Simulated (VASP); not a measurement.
# Ge2Sb2Te5 (Cm) in VASP: further runs

Ge2Sb2Te5 is run at these levels: PBE; tasks: single point.

Everything below comes from runs of VASP 6.6.1. Logs are shortened: lines on timing, memory, paths and dates and some standing lists are left out, and cuts for length are marked.

## Step 1: The cell of the first run

Symmetry: Cm, No. 8, monoclinic system. The conventional cell has a = 13.678 Å, b = 6.132 Å, c = 9.672 Å, α = 90.00°, β = 134.93°, γ = 90.00°. Ge (site symmetry m) has 6 Te at 2.85 to 3.20 Å within 3.8 Å. Ge (site symmetry m) has 6 Te at 2.82 to 3.19 Å within 3.7 Å. Sb (site symmetry m) has 6 Te at 2.98 to 3.20 Å within 3.9 Å. Sb (site symmetry m) has 6 Te at 2.95 to 3.19 Å within 3.9 Å. Within 3.9 Å of Te (site symmetry m) lie 3 Sb at 2.98 to 3.07 Å and 2 Ge at 3.05 to 3.20 Å. Within 3.9 Å of Te (site symmetry m) lie 2 Ge at 2.95 to 3.00 Å and 2 Sb at 3.02 to 3.06 Å. Within 3.7 Å of Te (site symmetry m) lie 3 Ge at 2.82 to 3.07 Å and 2 Sb at 3.14 to 3.19 Å. Within 3.9 Å of Te (site symmetry m) lie 2 Sb at 2.95 to 3.20 Å and 3 Ge at 3.07 to 3.08 Å.

## Step 2: Single point, PBE

The input, INCAR:

```
SYSTEM = Ge2Sb2Te5
  ALGO = Normal
  EDIFF = 1E-7
  ENCUT = 520
  GGA = PE
  ISIF = 2
  ISMEAR = 0
  LASPH = .True.
  LCHARG = .False.
  LREAL = .False.
  LWAVE = .False.
  NBANDS = 44
  NELM = 100
  PREC = Accurate
  SIGMA = 0.2
```

The input, KPOINTS:

```
k-points
0
Gamma
  4 4 3
  0 0 0
```

The input, POSCAR:

```
Ge2Sb2Te5
1.0
    6.8391360000     -3.0660060000      0.0000000000
    6.8391360000      3.0660060000      0.0000000000
   -6.8309770000      0.0000000000      6.8476090000
Ge Sb Te
2 2 5
Direct
    0.4973430000      0.4973430000      0.0110440000
    0.2842870000      0.2842870000      0.1878300000
    0.1118700000      0.1118700000      0.4173520000
    0.9017080000      0.9017080000      0.5878730000
    0.3999590000      0.3999590000      0.5971180000
    0.2065190000      0.2065190000      0.8098030000
    0.0083240000      0.0083240000      0.0064350000
    0.7952880000      0.7952880000      0.1961120000
    0.5947020000      0.5947020000      0.3864330000
```

Potentials or basis: VASP PAW PBE potentials, release 64 (Ge_d, Sb, Te).

On the command line:

```sh
cat potpaw_PBE.64/Ge_d/POTCAR potpaw_PBE.64/Sb/POTCAR potpaw_PBE.64/Te/POTCAR > POTCAR
mpirun -np 1 vasp_std > vasp.out
```

OUTCAR:

```text
SYSTEM = Ge2Sb2Te5
   EDIFF = 1E-7
   ENCUT = 520
   GGA = PE
   ISIF = 2
   ISMEAR = 0
   LASPH = .True.
   LREAL = .False.
   NELM = 100
   PREC = Accurate

 ion  position               nearest neighbor table
   1  0.497  0.497  0.011-   9 2.85   6 2.95   7 3.07   7 3.07   8 3.08   5 3.20
   2  0.284  0.284  0.188-   7 2.82   6 3.00   5 3.05   8 3.07   8 3.07   9 3.19
   3  0.112  0.112  0.417-   5 2.98   6 3.02   9 3.07   9 3.07   7 3.14   8 3.20
   4  0.902  0.902  0.588-   8 2.95   6 3.06   5 3.07   5 3.07   9 3.14   7 3.19
   5  0.400  0.400  0.597-   3 2.98   2 3.05   4 3.07   4 3.07   1 3.20
   6  0.207  0.207  0.810-   1 2.95   2 3.00   3 3.02   4 3.06
   7  0.008  0.008  0.006-   2 2.82   1 3.07   1 3.07   3 3.14   4 3.19
   8  0.795  0.795  0.196-   4 2.95   2 3.07   2 3.07   1 3.08   3 3.20
   9  0.595  0.595  0.386-   1 2.85   3 3.07   3 3.07   4 3.14   2 3.19

  LATTYP: Found a base centered monoclinic cell.
 ALAT       =    13.6782720000
 B/A-ratio  =     0.4483031190
 C/A-ratio  =     0.7071235363
 COS(beta)  =    -0.7062464773

  Lattice vectors:

 A1 = (   6.8391360000,  -3.0660060000,   0.0000000000)
 A2 = (   6.8391360000,   3.0660060000,   0.0000000000)
 A3 = (  -6.8309770000,   0.0000000000,   6.8476090000)

Analysis of symmetry for initial positions (statically):
=====================================================================
 Subroutine PRICEL returns:
 Original cell was already a primitive cell.

 Routine SETGRP: Setting up the symmetry group for a
 base centered monoclinic supercell.

 Subroutine GETGRP returns: Found  2 space group operations
 (whereof  2 operations were pure point group operations)
 out of a pool of  4 trial point group operations.

The static configuration has the point symmetry C_1h.

Analysis of symmetry for dynamics (positions and initial velocities):
=====================================================================
 Subroutine PRICEL returns:
 Original cell was already a primitive cell.

 Routine SETGRP: Setting up the symmetry group for a
 base centered monoclinic supercell.

 Subroutine GETGRP returns: Found  2 space group operations
 (whereof  2 operations were pure point group operations)
 out of a pool of  4 trial point group operations.

The dynamic configuration has the point symmetry C_1h.

 Subroutine INISYM returns: Found  2 space group operations
 (whereof  2 operations are pure point group operations),
 and found     1 'primitive' translations

----------------------------------------------------------------------------------------

                                     Primitive cell

  volume of cell :     287.1727

  direct lattice vectors                    reciprocal lattice vectors
     6.839136000 -3.066006000  0.000000000     0.073108650 -0.163078611  0.072931078
     6.839136000  3.066006000  0.000000000     0.073108650  0.163078611  0.072931078
    -6.830977000  0.000000000  6.847609000     0.000000000  0.000000000  0.146036376

  length of vectors
     7.494943230  7.494943230  9.672228068     0.193024481  0.193024481  0.146036376

  position of ions in fractional coordinates (direct lattice)
     0.497343000  0.497343000  0.011044000
     0.284287000  0.284287000  0.187830000
     0.111870000  0.111870000  0.417352000
     0.901708000  0.901708000  0.587873000
     0.399959000  0.399959000  0.597118000
     0.206519000  0.206519000  0.809803000
     0.008324000  0.008324000  0.006435000
     0.795288000  0.795288000  0.196112000
     0.594702000  0.594702000  0.386433000

  ion indices of the primitive-cell ions
   primitive index   ion index
                 1           1
                 2           2
                 3           3
                 4           4
                 5           5
                 6           6
                 7           7
                 8           8
                 9           9

----------------------------------------------------------------------------------------

 KPOINTS: k-points

Automatic generation of k-mesh.
 Grid dimensions read from file:
 generate k-points for:    4    4    3

 Generating k-lattice:

  Cartesian coordinates                     Fractional coordinates (reciprocal lattice)
     0.018277162 -0.040769653  0.018232770     0.250000000  0.000000000 -0.000000000
     0.018277162  0.040769653  0.018232770     0.000000000  0.250000000 -0.000000000
     0.000000000  0.000000000  0.048678792     0.000000000  0.000000000  0.333333333

  Length of vectors
     0.048256120  0.048256120  0.048678792

  Shift w.r.t. Gamma in fractional coordinates (k-lattice)
     0.000000000  0.000000000  0.000000000

 Subroutine IBZKPT returns following result:
 ===========================================

 Found     17 irreducible k-points:

 Following reciprocal coordinates:
            Coordinates               Weight
  0.000000  0.000000  0.000000      1.000000
  0.250000 -0.000000 -0.000000      4.000000
  0.500000 -0.000000 -0.000000      2.000000
  0.250000  0.250000 -0.000000      2.000000
  0.500000  0.250000 -0.000000      4.000000
 -0.250000  0.250000  0.000000      2.000000
[... 9 lines left out ...]
 -0.250000  0.500000  0.333333      4.000000
 -0.250000 -0.250000  0.333333      2.000000
   k-points           NKPTS =     17   k-points in BZ     NKDIM =     17   number of bands    NBANDS=     44
   number of dos      NEDOS =    301   number of ions     NIONS =      9
   total plane-waves  NPLWV = 225792
   dimension x,y,z NGX =    56 NGY =   56 NGZ =   72
   dimension x,y,z NGXF=   112 NGYF=  112 NGZF=  144
   ions per type =               2   2   5
   NGX,Y,Z   is equivalent  to a cutoff of  12.42, 12.42, 12.38 a.u.
   NGXF,Y,Z  is equivalent  to a cutoff of  24.84, 24.84, 24.75 a.u.
 SYSTEM =  Ge2Sb2Te5
   PREC   = accura    normal or accurate (medium, high low for compatibility)
   ISTART =      0    job   : 0-new  1-cont  2-samecut
   ICHARG =      2    charge: 1-file 2-atom 10-const
   ISPIN  =      1    spin polarized calculation?
   LNONCOLLINEAR =      F non collinear calculations
   LSORBIT =      F    spin-orbit coupling
   LASPH  =      T    aspherical Exc in radial PAW
   ENCUT  =  520.0 eV  38.22 Ry    6.18 a.u.  13.94 13.94 17.98*2*pi/ulx,y,z
   NELM   =    100;   NELMIN=  2; NELMDL= -5     # of ELM steps
   EDIFF  = 0.1E-06   stopping-criterion for ELM
   LREAL  =      F    real-space projection
   EDIFFG = 0.1E-05   stopping-criterion for IOM
   NSW    =      0    number of steps for IOM
   IBRION =     -1    ionic relax: 0-MD 1-quasi-New 2-CG
   NFREE  =      0    steps in history (QN), initial steepest desc. (CG)
   ISIF   =      2    stress and relaxation
   ISYM   =      2    0-nonsym 1-usesym 2-fastsym
   POTIM  = 0.5000    time-step for ionic-motion
   TEBEG  =    0.0;   TEEND  =   0.0 temperature during run
   PSTRESS=    0.0 pullay stress
   NELECT =      68.0000    total number of electrons
   NUPDOWN=      -1.0000    fix difference up-down
   EMIN   =  10.00;   EMAX   =-10.00  energy-range for DOS
   EFERMI =   0.00;   METHOD = LEGACY
   ISMEAR =     0;   SIGMA  =   0.20  broadening in eV -4-tet -1-fermi 0-gaus
   EFERMI_NEDOS =   21; number of points for ismear=-14 and -15
   IALGO  =     38    algorithm
   IMIX   =      4    mixing-type and parameters
     AMIX     =   0.40;   BMIX     =  1.00
     AMIX_MAG =   1.60;   BMIX_MAG =  1.00
  volume/ion in A,a.u.               =      31.91       215.33
  Fermi-wavevector in a.u.,A,eV,Ry     =   1.012815  1.913943 13.956774  1.025794
  Thomas-Fermi vector in A             =   2.145947
   LORBIT       =      0    0 simple, 1 ext, 2 COOP (PROOUT), +10 PAW based schemes
   GGA     = PE    functional components
   LHFCALC =     F    Hartree Fock is set to
   AEXX    =    0.0000 exact exchange contribution
   IVDW    =     0    specifies the selected vdW correction
   LEPSILON=     F    determine dielectric tensor
   LRPA    =     F    only Hartree local field effects (RPA)
 non-spin polarized calculation
 Gauss-broadening in eV      SIGMA  =   0.20
  energy-cutoff  :      520.00
  volume of cell :      287.17
 maximum number of plane-waves:      7788
   NGX = 27   NGY = 27   NGZ = 35

 number of electron      68.0000002 magnetization

 Free energy of the ion-electron system (eV)
  ---------------------------------------------------
  ext. energy  EPLUGINS =         0.00000000
  ---------------------------------------------------
  free energy    TOTEN  =       -33.60362106 eV

  energy without entropy =      -33.57022667  energy(sigma->0) =      -33.58692386

 E-fermi :   5.2910     XC(G=0):  -9.1316

 val. band max:        5.2899154444   @ k =   0.5000  -0.0000  -0.0000
 cond. band min:       5.4372301315   @ k =  -0.2500   0.2500   0.0000
 fundamental gap:      0.1473146871
 Fermi energy:         5.2909978728

 k-point     1 :       0.0000    0.0000    0.0000
  band No.  band energies     occupation
      1     -19.4137      2.00000
      2     -19.4090      2.00000
      3     -19.4073      2.00000
      4     -19.4010      2.00000
      5     -19.3955      2.00000
      6     -19.3920      2.00000
[... 36 lines left out ...]
     43       9.8749      0.00000
     44       9.9936      0.00000

 k-point     2 :       0.2500   -0.0000   -0.0000
  band No.  band energies     occupation
      1     -19.4137      2.00000
      2     -19.4090      2.00000
      3     -19.4073      2.00000
      4     -19.4009      2.00000
      5     -19.3955      2.00000
      6     -19.3921      2.00000
[... 36 lines left out ...]
     43       9.0520      0.00000
     44       9.0910      0.00000

 k-point     3 :       0.5000   -0.0000   -0.0000
  band No.  band energies     occupation
      1     -19.4137      2.00000
      2     -19.4089      2.00000
      3     -19.4074      2.00000
      4     -19.4009      2.00000
      5     -19.3955      2.00000
      6     -19.3922      2.00000
[... 36 lines left out ...]
     43       8.5890      0.00000
     44       8.7801      0.00000

 k-point     4 :       0.2500    0.2500   -0.0000
  band No.  band energies     occupation
      1     -19.4138      2.00000
      2     -19.4090      2.00000
      3     -19.4073      2.00000
      4     -19.4010      2.00000
      5     -19.3955      2.00000
      6     -19.3920      2.00000
[... 553 lines left out ...]
     43       9.3526      0.00000
     44       9.5058      0.00000

 k-point    16 :      -0.2500    0.5000    0.3333
  band No.  band energies     occupation
      1     -19.4138      2.00000
      2     -19.4090      2.00000
      3     -19.4073      2.00000
      4     -19.4009      2.00000
      5     -19.3955      2.00000
      6     -19.3921      2.00000
[... 36 lines left out ...]
     43       8.7907      0.00000
     44       9.2261      0.00000

 k-point    17 :      -0.2500   -0.2500    0.3333
  band No.  band energies     occupation
      1     -19.4138      2.00000
      2     -19.4090      2.00000
      3     -19.4073      2.00000
      4     -19.4010      2.00000
      5     -19.3955      2.00000
      6     -19.3920      2.00000
[... 36 lines left out ...]
     43       9.5044      0.00000
     44       9.8714      0.00000

------------------------ aborting loop because EDIFF is reached ----------------------------------------

  FORCE on cell =-STRESS in cart. coord.  units (eV):
  Direction    XX          YY          ZZ          XY          YZ          ZX
  --------------------------------------------------------------------------------------
  -------------------------------------------------------------------------------------
  Total       -0.4191399     -0.1522819     -0.3002340      0.0000000      0.0000000     -0.2011961
  in kB       -2.3384409     -0.8496021     -1.6750479      0.0000000      0.0000000     -1.1225015
  external PRESSURE =      -1.6210303 kB  Pullay stress =       0.0000000 kB

 VOLUME and BASIS-vectors are now :
 -----------------------------------------------------------------------------
  energy-cutoff  :      520.00
  volume of cell :      287.17
      direct lattice vectors                 reciprocal lattice vectors
     6.839136000 -3.066006000  0.000000000     0.073108650 -0.163078611  0.072931078
     6.839136000  3.066006000  0.000000000     0.073108650  0.163078611  0.072931078
    -6.830977000  0.000000000  6.847609000     0.000000000  0.000000000  0.146036376

 POSITION                                       TOTAL-FORCE (eV/Angst)
 -----------------------------------------------------------------------------------
      6.72735      0.00000      0.07562        -0.045681      0.000000      0.065713
      2.60549      0.00000      1.28619        -0.149282      0.000000      0.029159
     -1.32073      0.00000      2.85786         0.012647      0.000000      0.048947
      8.31806      0.00000      4.02552         0.005607      0.000000     -0.066414
      1.39185      0.00000      4.08883         0.050384      0.000000     -0.037255
     -2.70692      0.00000      5.54521         0.043321      0.000000     -0.031359
      0.06990      0.00000      0.04406        -0.002895      0.000000     -0.017727
      9.53853      0.00000      1.34290         0.061294      0.000000     -0.020307
      5.49478      0.00000      2.64614         0.024605      0.000000      0.029243
 -----------------------------------------------------------------------------------
    total drift:                               -0.000680     -0.000000      0.000909

  FREE ENERGIE OF THE ION-ELECTRON SYSTEM (eV)
  ---------------------------------------------------
  free  energy   TOTEN  =       -33.6036210638 eV

  energy  without entropy=      -33.5702266660  energy(sigma->0) =      -33.58692386
```

Wall time 2.9 min (1 thread of Intel Xeon 6975P-C (Granite Rapids), shared host); peak memory 0.58 GiB.

What came out:

* Free energy: -33.6036 eV
* Pressure: -0.2 GPa
* Largest force: 0.152 eV/Å

Forces in eV/Å, atoms in the order of the input:
```
Ge  -0.046  0.000  0.066
Ge  -0.149  0.000  0.029
Sb   0.013  0.000  0.049
Sb   0.006  0.000 -0.066
Te   0.050  0.000 -0.037
Te   0.043  0.000 -0.031
Te  -0.003  0.000 -0.018
Te   0.061  0.000 -0.020
Te   0.025  0.000  0.029
```

Levels at points of the mesh, in eV from the Fermi level:
| k point | band 30 | band 31 | band 32 | band 33 | band 34 | band 35 | band 36 | band 37 | band 38 | band 39 |
| --- | --- | --- | --- | --- | --- | --- | --- | --- | --- | --- |
| (0.00, 0.00, 0.00) | -1.49 | -0.87 | -0.57 | -0.49 | -0.48 | 0.98 | 1.27 | 2.36 | 2.40 | 3.39 |
| (0.50, 0.00, 0.00) | -1.03 | -0.83 | -0.76 | -0.61 | -0.07 | 0.00 | 0.51 | 0.63 | 1.09 | 1.28 |
| (0.50, 0.50, 0.00) | -2.38 | -2.32 | -0.91 | -0.87 | -0.85 | 2.08 | 2.57 | 2.75 | 3.00 | 3.21 |

Caveat: spin-orbit coupling is left out, which moves the levels of the heavy elements.

(Part 1 of 2 ends here.)
